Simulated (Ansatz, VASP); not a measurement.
## Mn3Cr: VASP beside Ansatz

```xyz
4
Lattice="0.0000 2.8194 2.8194 2.8194 0.0000 2.8194 2.8194 2.8194 0.0000" Properties=species:S:1:pos:R:3 pbc="T T T"
Mn    1.4097    1.4097    1.4097
Mn    4.2291    4.2291    4.2291
Mn    2.8194    2.8194    2.8194
Cr    0.0000    0.0000    0.0000
```

Alike in both runs: functional PBE; k mesh 12 × 12 × 12; occupations gaussian, width 0.1 eV; collinear spin.

Ansatz relaxed the structure, and its values are those at the end. VASP's run is a single point on that final structure, the one shown.

|  | VASP | Ansatz |
| --- | --- | --- |
| version | VASP 6.6.1 | Ansatz 0.2.0 |
| potentials or method | VASP PAW PBE potentials, release 64 (Mn_pv, Cr_pv), cutoff 520 eV | scalar-relativistic, plane waves, PAW |
| valence electrons in the cell | 51 | 59 |

|  | VASP | Ansatz | Ansatz less VASP |
| --- | --- | --- | --- |
| gap on the k mesh at the Fermi level (eV) | none | none | - |
| pressure (GPa) | 0.0 | 0.0 | 0.00 |
| net moment per atom (μB) | 0.68 | 0.67 | -0.005 |
| size of the moment on the site where the two differ most (μB) | 2.16 | 2.07 | -0.090 |

Site moments also hang on the region over which each program counts them. A gap of «none» marks a metal or a gap that the smearing closes. VASP's potentials hold 51 valence electrons a cell and Ansatz's 59, so a difference there can come from the potentials and not from the codes.
